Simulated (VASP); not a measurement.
Crystal: SnO.

```
Sn O
1.0
     0.00000    2.57280    2.57280
     2.57280    0.00000    2.57280
     2.57280    2.57280    0.00000
Sn O
1 1
Direct
  0.00000 0.00000 0.00000
  0.25000 0.25000 0.25000
```

This cell differs from its parent crystal: strain -5.0%.

Base run:

* Program: VASP 6.6.1
* Functional: PBE
* Potentials or basis: VASP PAW PBE potentials, release 64 (Sn_d, O)
* Cutoff: 520 eV
* k mesh: 8 × 8 × 8
* Occupations: fermi-dirac, width 0.02 eV
* Spin: no spin polarisation

Its results: band gap on the k mesh zero (bands 10 and 11 overlap by 0.19 eV); pressure 15.9 GPa.

Question: The run is repeated on the same cell with these changes: functional from PBE to r2SCAN; further incar settings from ALGO = Normal; EDIFF = 1e-07; NBANDS = 17 to ALGO = Normal; EDIFF = 1e-06; NBANDS = 17. What comes out?

Answer: Band gap on the k mesh zero (bands 10 and 11 overlap by 0.18 eV); pressure 13.4 GPa.

Caveats: the cell stands under pressure; the structure was generated, so it needn't be the stable form of SnO; semilocal functionals underestimate gaps, and a narrow one can read as zero; spin-orbit coupling is left out, which moves the levels of the heavy elements; the PAW data sets were made with another functional, which shifts forces and pressure a little (at least some runs).
